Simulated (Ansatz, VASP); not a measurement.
# Ni in VASP and in Ansatz

The input INCAR:

```
SYSTEM = Ni
ALGO     = Normal         ! electronic algorithm
EDIFF    = 1E-6           ! SCF threshold, eV
ENCUT    = 520            ! plane-wave cutoff, eV
GGA      = PE             ! functional
ISIF     = 2              ! what is computed and relaxed
ISMEAR   = -1             ! smearing method
ISPIN    = 2              ! spin polarisation
LASPH    = .True.         ! aspherical terms in the spheres
LCHARG   = .False.        ! write CHGCAR
LMAXMIX  = 4              ! l up to which the mixer works
LORBIT   = 11             ! projections on sites
LREAL    = .False.        ! projectors in reciprocal space
LWAVE    = .False.        ! write WAVECAR
MAGMOM   = 2 2            ! initial moments
NBANDS   = 21             ! bands
NELM     = 150            ! most SCF steps
PREC     = Accurate       ! precision mode
SIGMA    = 0.1            ! smearing width, eV
```

File KPOINTS:

```
k-points
0
Gamma
  13 13 13
  0 0 0
```

File POSCAR:

```
Ni
1.0
    3.5560000000      1.7780000000      1.7780000000
    1.7780000000      3.5560000000      1.7780000000
    1.7780000000      1.7780000000      3.5560000000
Ni
2
Direct
    0.0000000000      0.0000000000      0.0000000000
    0.5000000000      0.5000000000      0.5000000000
```

Input for Ansatz:

```yaml
crystal:
  lattice:
    - [3.556, 1.778, 1.778]
    - [1.778, 3.556, 1.778]
    - [1.778, 1.778, 3.556]
  atoms:
    - { symbol: Ni, position: [0.0, 0.0, 0.0], spin: 2.0 }
    - { symbol: Ni, position: [0.5, 0.5, 0.5], spin: 2.0 }
magnetization:
  spin_polarized: true
hamiltonian:
  xc: pbe
  pseudopotentials: { kind: paw }
basis:
  ecutwfc: 420
kpoints:
  mp_grid: { grid: [13, 13, 13] }
scf:
  occupations: { method: fermi_dirac, width: 0.1 }
output:
  forces: true
  stress: true
```

Alike in both runs: task single point; functional PBE; k mesh 13 × 13 × 13; occupations fermi-dirac, width 0.1 eV; collinear spin.

|  | VASP | Ansatz |
| --- | --- | --- |
| version | VASP 6.6.1 | Ansatz 0.2.0 |
| potentials or method | VASP PAW PBE potentials, release 64 (Ni), cutoff 520 eV | PAW, plane waves, scalar-relativistic |
| valence electrons in the cell | 20 | 36 |

Ansatz gave:

| Quantity | Value |
| --- | --- |
| pressure (GPa) | -5.5 |
| traceless stress, the component that is largest in VASP (GPa) | 0.06 |
| net moment per atom (μB) | 0.64 |
| size of the moment on the site where the two differ most (μB) | 0.67 |

Task: Estimate VASP's values.

Result: Pressure (GPa): -5.6; traceless stress, the component that is largest in VASP (GPa): 0.05; net moment per atom (μB): 0.62; size of the moment on the site where the two differ most (μB): 0.64.

Site moments also hang on the region over which each program counts them. The functional is the same, so the differences come from potentials, cutoffs and numerics. VASP's potentials hold 20 valence electrons a cell and Ansatz's 36, so a difference there can come from the potentials and not from the codes.
